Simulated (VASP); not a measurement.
BaTiO3 (Barioperovskite):

```
CELL_PARAMETERS angstrom
3.98550 0.00000 0.00000
0.00000 2.83690 2.84515
0.00000 -2.83690 2.84515
ATOMIC_POSITIONS crystal
Ba 0.00000 0.00000 0.00000
Ti 0.50000 0.51240 0.51240
O 0.00000 0.48740 0.48740
O 0.50000 0.50524 0.99184
O 0.50000 0.99184 0.50524
```

Base run:

```yaml
Program: VASP 6.6.1
Functional: PBEsol
Potentials_or_basis: VASP PAW PBE potentials, release 64 (Ba_sv, Ti_sv, O)
Cutoff: 520 eV
k_mesh: 6 × 6 × 6
Occupations: gaussian, width 0.01 eV
Spin: no spin polarisation
Hubbard_terms: Ti d U = 4.0 eV
```

Its results: band gap on the k mesh 2.26 eV, indirect (least direct gap 2.50 eV); pressure 1.2 GPa; largest force 0.419 eV/Å.

Task: The run is repeated on the same cell with these changes: hubbard terms from Ti d U = 4.0 eV to Ti d U = 2.0 eV; further incar settings from ALGO = Normal; EDIFF = 1e-06; NBANDS = 28 to ALGO = Normal; EDIFF = 1e-07; NBANDS = 28. What comes out?

Result: Band gap on the k mesh 2.02 eV, indirect (least direct gap 2.24 eV); pressure -0.5 GPa; largest force 0.228 eV/Å.

Caveats: the PAW data sets were made with another functional, which shifts forces and pressure a little; spin-orbit coupling is left out, which moves the levels of the heavy elements.

A k mesh can miss the band edges.
